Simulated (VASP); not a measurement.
Si3C, 4 atoms in the cell. It takes space group R3m (No. 160, trigonal). The conventional cell has a = 3.362 Å, b = 3.362 Å, c = 17.922 Å, α = 90.00°, β = 90.00°, γ = 120.00°. Within 2.5 Å of C (site symmetry 3m) lie 4 Si at 1.92 to 2.02 Å. Si (site symmetry 3m) has 4 Si at 2.25 to 2.35 Å within 3.0 Å. Si (site symmetry 3m) has 3 C at 2.02 Å and 1 Si at 2.35 Å within 2.7 Å. Within 2.5 Å of Si (site symmetry 3m) lie 1 C at 1.92 Å and 3 Si at 2.25 Å. 

```yaml
Program: VASP 6.6.1
Task: single point
Functional: PBE
Potentials_or_basis: VASP PAW PBE potentials, release 64 (C, Si)
Cutoff: 520 eV
k_mesh: 8 × 8 × 8
Occupations: fermi-dirac, width 0.02 eV
Spin: no spin polarisation
Dipole_correction: no
Further_INCAR_settings: ALGO = Normal; EDIFF = 1e-07; NBANDS = 16
```

Potentials or basis: VASP PAW PBE potentials, release 64 (C, Si).

Command:

```bash
$ cat potpaw_PBE.64/C/POTCAR potpaw_PBE.64/Si/POTCAR > POTCAR
$ mpirun -np 1 vasp_std > vasp.out
```

Hardware: 1 thread of Intel Xeon 8259CL (shared host).

Q: Estimate the wall time of this run.

A: It took 4.4 min on 1 thread of Intel Xeon 8259CL, with other jobs on the host, peak memory 0.32 GiB. Counts: scf iterations 14, k points 65.
